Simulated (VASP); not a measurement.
Set up this calculation in VASP 6.6.1, as the native input.

| Quantity | Value |
| --- | --- |
| Task | single point |
| Functional | PBE |
| Potentials or basis | VASP PAW PBE potentials, release 64 (Ta_pv, N) |
| Cutoff | 520 eV |
| k mesh | 11 × 11 × 11 |
| Occupations | fermi-dirac, width 0.1 eV |
| Spin | no spin polarisation |
| Dipole correction | no |
| Further INCAR settings | ALGO = Normal; EDIFF = 1e-06; NBANDS = 15 |

The structure of TaN lies in POSCAR:

```
TaN
1.0
    0.0000000000      2.1790000000      2.1790000000
    2.1790000000      0.0000000000      2.1790000000
    2.1790000000      2.1790000000      0.0000000000
Ta N
1 1
Direct
    0.5000000000      0.5000000000      0.5000000000
    0.0000000000      0.0000000000      0.0000000000
```

These files were run (other wordings do the same):

INCAR

```
PREC = Accurate
ENCUT = 520
EDIFF = 1E-6
ISMEAR = -1
SIGMA = 0.1
LREAL = F
LASPH = T
NELM = 80
ALGO = Normal
ISIF = 2
LWAVE = F
LCHARG = T
GGA = PE
LELF = T
LVHAR = T
NBANDS = 15
```

KPOINTS

```
regular mesh
0
Gamma
  11 11 11
```

Potentials or basis: VASP PAW PBE potentials, release 64 (Ta_pv, N).

Command:

```console
$ cat potpaw_PBE.64/Ta_pv/POTCAR potpaw_PBE.64/N/POTCAR > POTCAR
$ mpirun -np 1 vasp_std > vasp.out
```

It gave:

The pressure is 15.7 GPa. The band gap on the k mesh is zero (band 8 reaches 11.61 eV, above the bottom of band 9 at 7.68 eV).

Caveat: spin-orbit coupling is left out, which moves the levels of the heavy elements.

Wall time 5.6 s on 1 thread of Intel(R) Xeon(R) 6975P-C (Granite Rapids), on a shared host, peak memory 0.15 GiB.
